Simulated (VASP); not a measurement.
# C (C2/m) in VASP: further runs

The runs below take C through single point, relaxation of cell and atoms, with PBE+D3(BJ).

Program: VASP 6.6.1. These are calculated values, not measurements. Logs are shortened: lines on timing, memory, paths and dates and some standing lists are left out, and cuts for length are marked.

**1. The cell of the first run**

The typed cell holds 4 atoms: a = 2.465 Å, b = 3.649 Å, c = 4.270 Å, α = 112.90°, β = 90.00°, γ = 90.00°.

**2. Single point, PBE+D3(BJ)**

INCAR

```
SYSTEM = C
PREC = Accurate
ENCUT = 520
EDIFF = 1E-6
ISMEAR = 0
SIGMA = 0.1
LREAL = .FALSE.
LASPH = .TRUE.
NELM = 100
ALGO = Normal
ISIF = 2
LWAVE = .FALSE.
LCHARG = .FALSE.
GGA = PE
IVDW = 12
NBANDS = 16
```

KPOINTS

```
Automatic mesh
0
G
  12 12 8
  0 0 0
```

POSCAR

```
C
1.0
    0.0000000000      2.4649802906      0.0000000000
    1.4022459257      0.0000000000     -3.3689556391
   -4.2695463656      0.0000000000      0.0222314815
C
4
Direct
    0.5000000000      0.9997768034      0.6665925923
    0.0000000000      0.9997768034      0.1665925923
    0.5000000000      0.0002231966      0.3334074077
    0.0000000000      0.0002231966      0.8334074077
```

Potentials or basis: VASP PAW PBE potentials, release 64 (C).

Started as:

```sh
cat potpaw_PBE.64/C/POTCAR > POTCAR
mpirun -np 1 vasp_std > vasp.out
```

OUTCAR:

```text
SYSTEM = C
   PREC = Accurate
   ENCUT = 520
   EDIFF = 1E-6
   ISMEAR = 0
   LREAL = .FALSE.
   LASPH = .TRUE.
   NELM = 100
   ISIF = 2
   GGA = PE
   IVDW = 12
 IVDW          = 12

 ion  position               nearest neighbor table
   1  0.500  1.000  0.667-   4 1.42   4 1.42   3 1.42
   2  0.000  1.000  0.167-   3 1.42   3 1.42   4 1.42
   3  0.500  0.000  0.333-   2 1.42   2 1.42   1 1.42
   4  0.000  0.000  0.833-   1 1.42   1 1.42   2 1.42

  LATTYP: Found a simple monoclinic cell.
 ALAT       =     3.6491308190
 B/A-ratio  =     0.6754979234
 C/A-ratio  =     1.1700332097
 COS(beta)  =    -0.3890704019

  Lattice vectors:

 A1 = (   1.4022459257,   0.0000000000,  -3.3689556391)
 A2 = (   0.0000000000,  -2.4649802906,   0.0000000000)
 A3 = (  -4.2695463656,   0.0000000000,   0.0222314815)

Analysis of symmetry for initial positions (statically):
=====================================================================
 Subroutine PRICEL returns following result:

  LATTYP: Found a base centered monoclinic cell.
 ALAT       =     4.2696042447
 B/A-ratio  =     0.5773322653
 C/A-ratio  =     0.8546765953
 COS(beta)  =    -0.3890704019

  Lattice vectors:

 A1 = (  -2.1347731828,  -1.2324901453,   0.0111157408)
 A2 = (  -2.1347731828,   1.2324901453,   0.0111157407)
 A3 = (   1.4022459257,   0.0000000000,  -3.3689556391)

   2 primitive cells build up your supercell.

 Routine SETGRP: Setting up the symmetry group for a
 simple monoclinic supercell.

 Subroutine GETGRP returns: Found  4 space group operations
 (whereof  4 operations were pure point group operations)
 out of a pool of  4 trial point group operations.

The static configuration has the point symmetry C_2h.

Analysis of symmetry for dynamics (positions and initial velocities):
=====================================================================
 Subroutine PRICEL returns following result:

  LATTYP: Found a base centered monoclinic cell.
 ALAT       =     4.2696042447
 B/A-ratio  =     0.5773322653
 C/A-ratio  =     0.8546765953
 COS(beta)  =    -0.3890704019

  Lattice vectors:

 A1 = (  -2.1347731828,  -1.2324901453,   0.0111157408)
 A2 = (  -2.1347731828,   1.2324901453,   0.0111157407)
 A3 = (   1.4022459257,   0.0000000000,  -3.3689556391)

   2 primitive cells build up your supercell.

 Routine SETGRP: Setting up the symmetry group for a
 simple monoclinic supercell.

 Subroutine GETGRP returns: Found  4 space group operations
 (whereof  4 operations were pure point group operations)
 out of a pool of  4 trial point group operations.

The dynamic configuration has the point symmetry C_2h.

 Subroutine INISYM returns: Found  4 space group operations
 (whereof  4 operations are pure point group operations),
 and found     2 'primitive' translations

----------------------------------------------------------------------------------------

                                     Primitive cell

  volume of cell :      17.6896

  direct lattice vectors                    reciprocal lattice vectors
    -2.134773183 -1.232490145  0.011115741    -0.234725637 -0.405682757 -0.097698843
    -2.134773183  1.232490145  0.011115741    -0.234725637  0.405682757 -0.097698843
     1.402245926  0.000000000 -3.368955639    -0.001548937 -0.000000000 -0.297472599

  length of vectors
     2.465037943  2.465037943  3.649130819     0.478768929  0.478768929  0.297476632

  position of ions in fractional coordinates (direct lattice)
     0.166592592  0.166592592  0.999776803
     0.833407408  0.833407408  0.000223197

  ion indices of the primitive-cell ions
   primitive index   ion index
                 1           1
                 2           3

----------------------------------------------------------------------------------------

 KPOINTS: Automatic mesh

Automatic generation of k-mesh.
 Grid dimensions read from file:
 generate k-points for:   12   12    8

 Generating k-lattice:

  Cartesian coordinates                     Fractional coordinates (reciprocal lattice)
     0.000000000  0.033806896  0.000000000     0.083333333  0.000000000  0.000000000
    -0.000129078  0.000000000 -0.024789383     0.000000000  0.083333333  0.000000000
    -0.029340705  0.000000000 -0.012212355     0.000000000 -0.000000000  0.125000000

  Length of vectors
     0.033806896  0.024789719  0.031780789

  Shift w.r.t. Gamma in fractional coordinates (k-lattice)
     0.000000000  0.000000000  0.000000000

 Subroutine IBZKPT returns following result:
 ===========================================

 Found    350 irreducible k-points:

 Following reciprocal coordinates:
            Coordinates               Weight
  0.000000  0.000000  0.000000      1.000000
  0.083333  0.000000  0.000000      2.000000
  0.166667  0.000000  0.000000      2.000000
  0.250000  0.000000  0.000000      2.000000
  0.333333  0.000000  0.000000      2.000000
  0.416667  0.000000  0.000000      2.000000
[... 16 lines left out ...]
  0.083333  0.250000  0.000000      4.000000
  0.166667  0.250000  0.000000      4.000000
 [... further k-points ...]
   k-points           NKPTS =    350   k-points in BZ     NKDIM =    350   number of bands    NBANDS=     16
   number of dos      NEDOS =    301   number of ions     NIONS =      4
   total plane-waves  NPLWV =  16128
   dimension x,y,z NGX =    18 NGY =   28 NGZ =   32
   dimension x,y,z NGXF=    36 NGYF=   56 NGZF=   64
   ions per type =               4
   NGX,Y,Z   is equivalent  to a cutoff of  12.14, 12.76, 12.46 a.u.
   NGXF,Y,Z  is equivalent  to a cutoff of  24.28, 25.51, 24.92 a.u.
 SYSTEM =  C
   PREC   = accura    normal or accurate (medium, high low for compatibility)
   ISTART =      0    job   : 0-new  1-cont  2-samecut
   ICHARG =      2    charge: 1-file 2-atom 10-const
   ISPIN  =      1    spin polarized calculation?
   LNONCOLLINEAR =      F non collinear calculations
   LSORBIT =      F    spin-orbit coupling
   LASPH  =      T    aspherical Exc in radial PAW
   ENCUT  =  520.0 eV  38.22 Ry    6.18 a.u.   4.58  6.78  7.94*2*pi/ulx,y,z
   NELM   =    100;   NELMIN=  2; NELMDL= -5     # of ELM steps
   EDIFF  = 0.1E-05   stopping-criterion for ELM
   LREAL  =      F    real-space projection
   EDIFFG = 0.1E-04   stopping-criterion for IOM
   NSW    =      0    number of steps for IOM
   IBRION =     -1    ionic relax: 0-MD 1-quasi-New 2-CG
   NFREE  =      0    steps in history (QN), initial steepest desc. (CG)
   ISIF   =      2    stress and relaxation
   ISYM   =      2    0-nonsym 1-usesym 2-fastsym
   POTIM  = 0.5000    time-step for ionic-motion
   TEBEG  =    0.0;   TEEND  =   0.0 temperature during run
   PSTRESS=    0.0 pullay stress
   NELECT =      16.0000    total number of electrons
   NUPDOWN=      -1.0000    fix difference up-down
   EMIN   =  10.00;   EMAX   =-10.00  energy-range for DOS
   EFERMI =   0.00;   METHOD = LEGACY
   ISMEAR =     0;   SIGMA  =   0.10  broadening in eV -4-tet -1-fermi 0-gaus
   EFERMI_NEDOS =   21; number of points for ismear=-14 and -15
   IALGO  =     38    algorithm
   IMIX   =      4    mixing-type and parameters
     AMIX     =   0.40;   BMIX     =  1.00
     AMIX_MAG =   1.60;   BMIX_MAG =  1.00
  volume/ion in A,a.u.               =       8.84        59.69
  Fermi-wavevector in a.u.,A,eV,Ry     =   1.256605  2.374639 21.484360  1.579056
  Thomas-Fermi vector in A             =   2.390305
   LORBIT       =      0    0 simple, 1 ext, 2 COOP (PROOUT), +10 PAW based schemes
   GGA     = PE    functional components
   LHFCALC =     F    Hartree Fock is set to
   AEXX    =    0.0000 exact exchange contribution
   IVDW    =    12    specifies the selected vdW correction
   LEPSILON=     F    determine dielectric tensor
   LRPA    =     F    only Hartree local field effects (RPA)
 non-spin polarized calculation
 Gauss-broadening in eV      SIGMA  =   0.10
  energy-cutoff  :      520.00
  volume of cell :       35.38
 maximum number of plane-waves:       972
   NGX =  9   NGY = 13   NGZ = 15

 number of electron      16.0000002 magnetization

 Free energy of the ion-electron system (eV)
  ---------------------------------------------------
  ext. energy  EPLUGINS =         0.00000000
  ---------------------------------------------------
  free energy    TOTEN  =       -36.84600610 eV

  energy without entropy =      -36.84600606  energy(sigma->0) =      -36.84600608

 E-fermi :   4.6652     XC(G=0): -10.3101

 val. band max:        4.3432545218   @ k =   0.3333   0.0000   0.0000
 cond. band min:       4.9876380142   @ k =   0.3333   0.3333   0.0000
 fundamental gap:      0.6443834924
 Fermi energy:         4.6652094832

 k-point     1 :       0.0000    0.0000    0.0000
  band No.  band energies     occupation
      1     -14.9899      2.00000
      2      -9.5405      2.00000
      3      -8.5150      2.00000
      4      -1.8974      2.00000
      5      -1.7567      2.00000
      6       1.6601      2.00000
[... 8 lines left out ...]
     15      17.3070      0.00000
     16      17.9014      0.00000

 k-point     2 :       0.0833    0.0000    0.0000
  band No.  band energies     occupation
      1     -14.8655      2.00000
      2      -9.4354      2.00000
      3      -8.4123      2.00000
      4      -2.2903      2.00000
      5      -1.7561      2.00000
      6       1.1763      2.00000
[... 8 lines left out ...]
     15      17.5220      0.00000
     16      17.5363      0.00000

 k-point     3 :       0.1667    0.0000    0.0000
  band No.  band energies     occupation
      1     -14.4936      2.00000
      2      -9.1205      2.00000
      3      -8.1207      2.00000
      4      -3.5936      2.00000
      5      -1.3361      2.00000
      6      -0.0197      2.00000
[... 8 lines left out ...]
     15      16.5975      0.00000
     16      18.3610      0.00000
[... 362 lines left out ...]
 k-point    23 :       0.0833    0.2500    0.0000
  band No.  band energies     occupation
      1     -14.7235      2.00000
      2      -9.4961      2.00000
      3      -8.4443      2.00000
      4      -2.8191      2.00000
      5      -2.2567      2.00000
      6       1.1648      2.00000
[... 8 lines left out ...]
     15      16.2689      0.00000
     16      17.4377      0.00000

 k-point    24 :       0.1667    0.2500    0.0000
  band No.  band energies     occupation
      1     -14.3548      2.00000
      2      -9.1791      2.00000
      3      -8.1491      2.00000
      4      -3.5474      2.00000
      5      -2.3812      2.00000
      6      -0.0361      2.00000
[... 8 lines left out ...]
     15      16.3225      0.00000
     16      17.5201      0.00000

 [... further k-points ...]

------------------------ aborting loop because EDIFF is reached ----------------------------------------

 Edisp (eV)   -0.62389

 E8    (eV) :    -0.1767

  FORCE on cell =-STRESS in cart. coord.  units (eV):
  Direction    XX          YY          ZZ          XY          YZ          ZX
  --------------------------------------------------------------------------------------
  -------------------------------------------------------------------------------------
  Total       0.15855     0.15818    -0.03108     0.00000     0.00000    -0.00270
  in kB       7.18027     7.16344    -1.40738     0.00000     0.00000    -0.12248
  external pressure =        4.31 kB  Pullay stress =        0.00 kB

 VOLUME and BASIS-vectors are now :
 -----------------------------------------------------------------------------
  energy-cutoff  :      520.00
  volume of cell :       35.38
      direct lattice vectors                 reciprocal lattice vectors
     0.000000000  2.464980291  0.000000000     0.000000000  0.405682757  0.000000000
     1.402245926  0.000000000 -3.368955639    -0.001548937  0.000000000 -0.297472599
    -4.269546366  0.000000000  0.022231482    -0.234725637  0.000000000 -0.097698843

 POSITION                                       TOTAL-FORCE (eV/Angst)
 -----------------------------------------------------------------------------------
     -1.44412      1.23249     -3.35338        -0.000662     -0.000000     -0.002004
      0.69066      0.00000     -3.36450        -0.000662     -0.000000     -0.002004
     -1.42319      1.23249      0.00666         0.000662      0.000000      0.002004
     -3.55796      0.00000      0.01778         0.000662      0.000000      0.002004
 -----------------------------------------------------------------------------------
    total drift:                               -0.000000      0.000000     -0.000000

  FREE ENERGIE OF THE ION-ELECTRON SYSTEM (eV)
  ---------------------------------------------------
  free  energy   TOTEN  =       -37.4698952128 eV

  energy  without entropy=      -37.4698951716  energy(sigma->0) =      -37.46989519
```

It took 57 s on 1 thread of Intel Xeon 6975P-C (Granite Rapids), shared host; peak memory 0.26 GiB.

What came out:

```
Free energy                : -37.4699 eV
Pressure                   : 0.4 GPa
Band gap on the k mesh     : 0.64 eV
Dispersion energy per atom : -0.156 eV
```

Forces on the atoms (eV/Å):
```
C   -0.001  0.000 -0.002
C   -0.001  0.000 -0.002
C    0.001  0.000  0.002
C    0.001  0.000  0.002
```

Stress tensor (GPa, compression positive):
```
 0.72  0.00 -0.01
 0.00  0.72  0.00
-0.01  0.00 -0.14
```

**3. Relaxation of cell and atoms, PBE+D3(BJ)**

This run uses another cell than the first one, of 8.88 Å³/atom, 1.004 times its volume.

INCAR

```
  PREC = Accurate
  ENCUT = 600
  EDIFF = 1E-7
  ISMEAR = 0
  SIGMA = 0.1
  LREAL = F
  LASPH = T
  NELM = 80
  ALGO = Normal
  ISIF = 3
  LWAVE = F
  LCHARG = F
  GGA = PE
  IVDW = 12
  IBRION = 2
  NSW = 80
  EDIFFG = -0.015
```

KPOINTS

```
regular mesh
0
Gamma
  12 12 8
```

POSCAR

```
C
1.0
    0.0000000000      2.4649234225      0.0000000000
    1.4016068347      0.0000000000     -3.3810743124
   -4.2693503158      0.0000000000      0.0215831195
C
4
Direct
    0.5000000000      0.9998859407      0.6666284670
    0.0000000000      0.9998859407      0.1666284670
    0.5000000000      0.0001140593      0.3333715330
    0.0000000000      0.0001140593      0.8333715330
```

Potentials or basis: VASP PAW PBE potentials, release 64 (C).

Started as:

```sh
cat potpaw_PBE.64/C/POTCAR > POTCAR
mpirun -np 1 vasp_std > vasp.out
```

It took 4.9 min on 1 thread of Intel Xeon 6975P-C (Granite Rapids), shared host; peak memory 0.28 GiB.

The run converged. Its results:

```
Free energy                            : -37.4801 eV
Relaxed volume                         : 8.75 Å³/atom
Relaxed cell                           : a = 2.465 Å, b = 3.617 Å, c = 4.270 Å, α = 113.13°, β = 90.00°, γ = 90.00°
Space group after relaxing (to 0.05 Å) : R-3m (No. 166)
Energy gained by relaxing              : 0.2 meV/atom
Ionic steps                            : 10
Pressure after relaxing                : 0.0 GPa
Largest force after relaxing           : 0.014 eV/Å
Band gap on the k mesh                 : 0.68 eV
Dispersion energy per atom             : -0.158 eV
```

Forces in eV/Å, atoms in the order of the input:
```
C   -0.012  0.000 -0.008
C   -0.012  0.000 -0.008
C    0.012  0.000  0.008
C    0.012  0.000  0.008
```

Stress tensor (GPa, compression positive):
```
-0.01  0.00 -0.01
 0.00 -0.11  0.00
-0.01  0.00  0.01
```

Step by step:
| step | energy change (eV) | largest force (eV/Å) | pressure (GPa) | volume (Å³) |
| --- | --- | --- | --- | --- |
| 1 | 0.0000 | 0.0096 | 0.00 | 35.51 |
| 2 | -0.0001 | 0.0084 | -0.56 | 35.51 |
| 3 | -0.0001 | 0.0049 | -0.43 | 35.51 |
| 4 | -0.0002 | 0.0067 | -0.38 | 35.47 |
| 5 | -0.0004 | 0.0240 | -0.24 | 35.37 |
| 6 | -0.0005 | 0.0612 | 0.05 | 35.18 |
| 7 | -0.0006 | 0.0500 | 0.06 | 35.14 |
| 8 | -0.0007 | 0.0462 | 0.08 | 35.05 |
| 9 | -0.0008 | 0.0248 | 0.03 | 35.04 |
| 10 | -0.0008 | 0.0145 | -0.04 | 35.02 |

Final structure:
```yaml
crystal:
  lattice:
    - [0.00000, 2.46545, 0.00000]
    - [1.40296, 0.00000, -3.33378]
    - [-4.27002, 0.00000, 0.02272]
  atoms:
    - { symbol: C, position: [0.50000, 0.99970, 0.66654] }
    - { symbol: C, position: [0.00000, 0.99970, 0.16654] }
    - { symbol: C, position: [0.50000, 0.00030, 0.33346] }
    - { symbol: C, position: [0.00000, 0.00030, 0.83346] }
```

Levels at points of the mesh, in eV from the valence-band top:
| k point | band 6 | band 7 | band 8 | band 9 | band 10 | band 11 |
| --- | --- | --- | --- | --- | --- | --- |
| (0.00, 0.00, 0.00) | -2.66 | -2.66 | -2.38 | 1.65 | 4.70 | 7.53 |
| (0.50, 0.00, 0.00) | -8.56 | -1.60 | -1.60 | 2.85 | 2.85 | 9.99 |
| (0.00, 0.50, 0.00) | -2.68 | -2.68 | -1.63 | 2.35 | 7.95 | 8.65 |
| (0.50, 0.50, 0.00) | -8.62 | -3.11 | -3.11 | 3.48 | 3.48 | 11.80 |
| (0.00, 0.00, 0.50) | -5.07 | -4.69 | -4.69 | 7.20 | 7.20 | 7.69 |
| (0.50, 0.00, 0.50) | -6.02 | -1.63 | -1.63 | 2.36 | 2.36 | 7.95 |
| (0.00, 0.50, 0.50) | -6.01 | -4.67 | -4.67 | 7.90 | 7.90 | 8.45 |
| (0.50, 0.50, 0.50) | -6.08 | -2.39 | -2.39 | 1.65 | 1.65 | 7.53 |

A k mesh can miss the band edges.

**4. Single point, PBE+D3(BJ) (volume scaled by 0.88, then relaxed in part)**

INCAR

```
PREC     = Accurate       # precision mode
ENCUT    = 600            # plane-wave cutoff, eV
EDIFF    = 1E-6           # SCF threshold, eV
ISMEAR   = 0              # smearing method
SIGMA    = 0.02           # smearing width, eV
LREAL    = False          # projectors in reciprocal space
LASPH    = True           # aspherical terms in the spheres
NELM     = 120            # most SCF steps
ALGO     = Normal         # electronic algorithm
ISIF     = 2              # what is computed and relaxed
LWAVE    = False          # write WAVECAR
LCHARG   = False          # write CHGCAR
GGA      = PE             # functional
IVDW     = 12             # dispersion correction
NBANDS   = 11             # bands
GGA_COMPAT= False
```

KPOINTS

```
regular mesh
0
Gamma
  14 14 8
```

POSCAR

```
C
1.0
    2.1230513791     -1.2254964969     -0.0131891320
    2.1230513791      1.2254964969     -0.0131891320
   -1.3996216464      0.0000000000      3.0110285430
C
2
Direct
    0.8334939402      0.8334939402      0.0005487479
    0.1665060598      0.1665060598      0.9994512521
```

Started as:

```sh
cat potpaw_PBE.64/C/POTCAR > POTCAR
mpirun -np 1 vasp_std > vasp.out
```

Run time: 82 s. Hardware: 1 thread of Intel Xeon 8259CL, shared host; peak memory 0.19 GiB.

Results (log left out):

| Item | Value |
| --- | --- |
| Free energy | -18.6968 eV |
| Pressure | 8.0 GPa |
| Band gap on the k mesh | 0.17 eV, direct |
| Dispersion energy per atom | -0.177 eV |

Forces on the atoms (eV/Å):
```
C   -0.003  0.000  0.001
C    0.003  0.000 -0.001
```

Stress tensor (GPa, compression positive):
```
 8.24  0.00 -0.01
 0.00  8.23  0.00
-0.01  0.00  7.63
```

Levels at points of the mesh, in eV from the valence-band top:
| k point | band 1 | band 2 | band 3 | band 4 | band 5 | band 6 | band 7 | band 8 |
| --- | --- | --- | --- | --- | --- | --- | --- | --- |
| (0.00, 0.00, 0.00) | -19.98 | -5.89 | -2.97 | -2.97 | 5.40 | 8.51 | 8.52 | 11.40 |
| (0.50, 0.00, 0.00) | -14.46 | -13.44 | -6.36 | -1.74 | 2.15 | 7.98 | 12.66 | 13.70 |
| (0.50, 0.50, 0.00) | -14.20 | -13.24 | -6.51 | -3.05 | 1.12 | 7.14 | 14.33 | 17.28 |
| (0.00, 0.00, 0.50) | -19.31 | -9.21 | -3.03 | -3.02 | 8.38 | 8.39 | 11.89 | 12.66 |
| (0.50, 0.00, 0.50) | -14.19 | -13.25 | -6.51 | -3.03 | 1.12 | 7.13 | 14.33 | 17.26 |
| (0.50, 0.50, 0.50) | -14.46 | -13.44 | -6.36 | -1.73 | 2.16 | 7.99 | 12.65 | 13.68 |

Caveat: the cell differs from its parent crystal (volume scaled by 0.88, then relaxed in part).

[end of part 1 of 2]
